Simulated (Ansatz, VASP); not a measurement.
KCl: VASP beside Ansatz

```xyz
2
Lattice="0.0000 3.1448 3.1448 3.1448 0.0000 3.1448 3.1448 3.1448 0.0000" Properties=species:S:1:pos:R:3 pbc="T T T"
K     0.0000    0.0000    0.0000
Cl    3.1448    3.1448    3.1448
```

Alike in both runs: task single point; functional r2SCAN; k mesh 6 × 6 × 6; no spin polarisation.

|  | VASP | Ansatz |
| --- | --- | --- |
| version | VASP 6.6.1 | Ansatz 0.2.0 |
| potentials or method | VASP PAW PBE potentials, release 64 (K_sv, Cl) | plane waves, PAW |
| plane-wave cutoff (eV) | 520 | 500 |
| occupations | gaussian, width 0.01 eV | fixed |
| valence electrons in the cell | 16 | 16 |

|  | VASP | Ansatz | Ansatz less VASP |
| --- | --- | --- | --- |
| gap on the k mesh at the Fermi level (eV) | 5.84 | 5.83 | -0.004 |
| pressure (GPa) | 0.0 | 0.0 | +0.03 |

VASP's potentials were made for PBE, not for r2SCAN.
